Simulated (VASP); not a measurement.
## CaI: single point with LDA

CaI:

```
Ca I
1.0
     4.14682    0.00000    0.00000
    -2.07341    3.59125    0.00000
     0.00000    0.00000    4.57623
Ca I
1 1
Direct
  0.00000 0.00000 0.50000
  0.66667 0.33333 0.00000
```

```yaml
Program: VASP 6.6.1
Task: single point
Functional: LDA
Potentials_or_basis: VASP PAW LDA potentials, release 64 (Ca_sv, I)
Cutoff: 520 eV
k_mesh: 6 × 6 × 5
Occupations: fermi-dirac, width 0.1 eV
Spin: no spin polarisation
```

```yaml
Pressure: -3.0 GPa
```

Stress tensor (GPa, compression positive):
```
-2.92  0.00  0.00
 0.00 -2.92  0.00
 0.00  0.00 -3.13
```

Levels at points of the mesh, in eV from the Fermi level:
| k point | band 5 | band 6 | band 7 | band 8 | band 9 | band 10 | band 11 | band 12 | band 13 | band 14 |
| --- | --- | --- | --- | --- | --- | --- | --- | --- | --- | --- |
| (0.00, 0.00, 0.00) | -15.12 | -4.76 | -3.59 | -3.59 | -1.46 | 0.52 | 2.20 | 2.20 | 2.37 | 2.37 |
| (0.50, 0.00, 0.00) | -14.62 | -6.37 | -4.61 | -4.09 | -0.16 | 1.09 | 1.92 | 2.13 | 2.89 | 3.20 |

Run time: 6.9 s on 1 thread of Intel(R) Xeon(R) 6975P-C (Granite Rapids), on a shared host, peak memory 0.16 GiB.

Caveat: spin-orbit coupling is left out, which moves the levels of the heavy elements; an odd number of electrons without spin polarisation forces a metal; a magnetic or distorted state may lie lower.
